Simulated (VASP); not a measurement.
# Al3BP2: relaxation of cell and atoms with PBE

Crystal: Al3BP2.

```
Al B P
1.0
     2.59110    1.49597    4.17054
    -2.59110    1.49597    4.17054
     0.00000   -2.99195    4.17054
Al B P
3 1 2
Direct
  0.00000 0.50000 0.50000
  0.50000 0.50000 0.00000
  0.50000 0.00000 0.50000
  0.50000 0.50000 0.50000
  0.12356 0.12356 0.12356
  0.87644 0.87644 0.87644
```

The cell was built from a structure type or drawn by symmetry, and may not be a known phase.

| Property | Result |
| --- | --- |
| Program | VASP 6.6.1 |
| Task | relaxation of cell and atoms |
| Functional | PBE |
| Potentials or basis | VASP PAW PBE potentials, release 64 (Al, B, P) |
| Cutoff | 600 eV |
| k mesh | 6 × 6 × 6 |
| Occupations | gaussian, width 0.1 eV |
| Spin | no spin polarisation |
| Dipole correction | no |
| Further INCAR settings | ALGO = Normal; EDIFF = 1e-07; IBRION = 2; EDIFFG = -0.04; NSW = 90; ISIF = 3 |

```yaml
Relaxed_volume: 15.38 Å³/atom
Relaxed_cell: a = 4.525 Å, b = 4.525 Å, c = 4.525 Å, α = 86.88°, β = 86.88°, γ = 86.88°
Space_group_after_relaxing_to_0.1_Å: R-3m (No. 166)
Energy_gained_by_relaxing: 608.1 meV/atom
Ionic_steps: 17
Pressure_after_relaxing: -0.1 GPa
Largest_force_after_relaxing: 0.023 eV/Å
Band_gap_on_the_k_mesh: zero (bands 11 and 12 overlap by 2.14 eV)
```

Forces on the atoms (eV/Å):
```
Al   0.000  0.000  0.000
Al   0.000  0.000  0.000
Al   0.000  0.000  0.000
B    0.000  0.000  0.000
P    0.000  0.000 -0.023
P    0.000  0.000  0.023
```

Stress tensor (GPa, compression positive):
```
-0.28  0.00  0.00
 0.00 -0.28  0.00
 0.00  0.00  0.29
```

The path:
```csv
step,energy change (eV),largest force (eV/Å),pressure (GPa),volume (Å³)
1,0.0000,0.2189,-7.36,97.00
2,-0.8680,0.2171,-1.99,86.75
3,-1.2473,0.2025,6.50,79.04
4,-1.9032,0.0246,5.54,80.72
5,-2.0398,0.0438,6.10,81.13
6,-2.3628,0.6624,7.63,81.65
7,-2.7166,5.9490,16.84,81.52
8,-2.8135,1.9337,9.81,81.80
9,-2.9362,3.6132,12.74,81.72
10,-3.1638,3.6817,10.91,83.93
11,-3.2316,3.8137,9.09,86.61
12,-3.5078,1.8199,5.02,88.75
13,-3.6417,0.2554,-0.25,92.69
14,-3.6436,0.1323,0.13,92.34
15,-3.6437,0.0860,0.27,92.21
16,-3.6455,0.0701,0.18,92.23
17,-3.6485,0.0230,-0.09,92.28
```

Final structure:
```
Al B P
1.0
     3.11172    1.79655    2.75108
    -3.11172    1.79655    2.75108
     0.00000   -3.59311    2.75108
Al B P
3 1 2
Direct
  0.00000 0.50000 0.50000
  0.50000 0.50000 0.00000
  0.50000 0.00000 0.50000
  0.50000 0.50000 0.50000
  0.13007 0.13007 0.13007
  0.86993 0.86993 0.86993
```

Levels at points of the mesh, in eV from the Fermi level:
```tsv
k point	band 7	band 8	band 9	band 10	band 11	band 12	band 13	band 14	band 15
(0.00, 0.00, 0.00)	-4.32	-3.69	-2.43	-1.21	-1.21	1.61	1.71	1.71	2.33
(0.50, 0.00, 0.00)	-3.85	-3.30	-2.35	-1.74	-0.96	0.20	1.28	2.98	2.99
(0.50, 0.50, 0.00)	-3.28	-2.84	-2.60	-1.58	-1.40	-0.09	2.51	2.94	4.04
(0.50, 0.50, 0.50)	-5.87	-5.87	-0.54	1.37	1.37	2.55	4.71	5.46	5.46
```

Wall time 4.9 min on 1 thread of Intel(R) Xeon(R) 6975P-C (Granite Rapids) (shared host), peak memory 0.29 GiB.
